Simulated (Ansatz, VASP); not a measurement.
**Mg2C in VASP and in Ansatz**

```
CELL_PARAMETERS angstrom
1.56798 0.90527 5.11447
-1.56798 0.90527 5.11447
0.00000 -1.81054 5.11447
ATOMIC_POSITIONS crystal
Mg 0.25000 0.25000 0.25000
Mg 0.75000 0.75000 0.75000
C 0.00000 0.00000 0.00000
```

Change from the starting cell: species swapped into the NiCl2 type (R-3m, No. 166).

Alike in both runs: task single point; functional PBE; k mesh 6 × 6 × 6; occupations gaussian, width 0.1 eV; no spin polarisation.

|  | VASP | Ansatz |
| --- | --- | --- |
| version | VASP 6.6.1 | Ansatz 0.2.0 |
| potentials or method | VASP PAW PBE potentials, release 64 (Mg, C), cutoff 520 eV | scalar-relativistic, plane waves, PAW |
| valence electrons in the cell | 8 | 24 |

|  | VASP | Ansatz | Ansatz less VASP |
| --- | --- | --- | --- |
| gap on the k mesh at the Fermi level (eV) | none | none | - |
| pressure (GPa) | 6.3 | 6.5 | +0.15 |
| traceless stress, the component that is largest in VASP (GPa) | -6.90 | -7.02 | -0.122 |
| rms of the force components (eV/Å) | 0.427 | 0.434 | +0.0070 |

Atom by atom the forces differ by 0.007 eV/Å (rms over components). A gap of «none» marks a metal or a gap that the smearing closes. With one functional, cell and mesh, what is left measures potentials, basis and numerics. VASP's potentials hold 8 valence electrons a cell and Ansatz's 24, so a difference there can come from the potentials and not from the codes.

The k mesh is coarse, so the values compare programs but aren't converged.
